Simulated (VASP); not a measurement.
TiSi2, 3 atoms in the cell. It takes space group P6/mmm (No. 191, hexagonal). Conventional cell: a = 4.375 Å, b = 4.375 Å, c = 2.561 Å, α = 90.00°, β = 90.00°, γ = 120.00°. Within 3.4 Å of Ti (site symmetry 6/mmm) lie 2 Ti at 2.56 Å and 12 Si at 2.83 Å. Si (site symmetry -6m2) has 5 Si at 2.53 to 2.56 Å and 6 Ti at 2.83 Å within 3.3 Å. The cell was generated, and may not be a known phase.

```yaml
Program: VASP 6.6.1
Task: single point
Functional: PBE
Potentials_or_basis: VASP PAW PBE potentials, release 64 (Ti_sv, Si)
Cutoff: 520 eV
k_mesh: 12 × 12 × 18
Occupations: gaussian, width 0.1 eV
Spin: no spin polarisation
Dipole_correction: no
Further_INCAR_settings: ALGO = Normal; EDIFF = 1e-06; NBANDS = 17
```

Potentials or basis: VASP PAW PBE potentials, release 64 (Ti_sv, Si).

The run is started by

```console
$ cat potpaw_PBE.64/Ti_sv/POTCAR potpaw_PBE.64/Si/POTCAR > POTCAR
$ mpirun -np 1 vasp_std > vasp.out
```

Hardware: 1 thread of Intel(R) Xeon(R) Platinum 8375C CPU @ 2.90GHz (Ice Lake), on a shared host.

Task: Estimate the wall time of this run.

Result: Run time: 110 s on 1 thread of Intel(R) Xeon(R) Platinum 8375C CPU @ 2.90GHz (Ice Lake), with other jobs on the host, peak memory 0.26 GiB. Counts: scf iterations 13, k points 190.
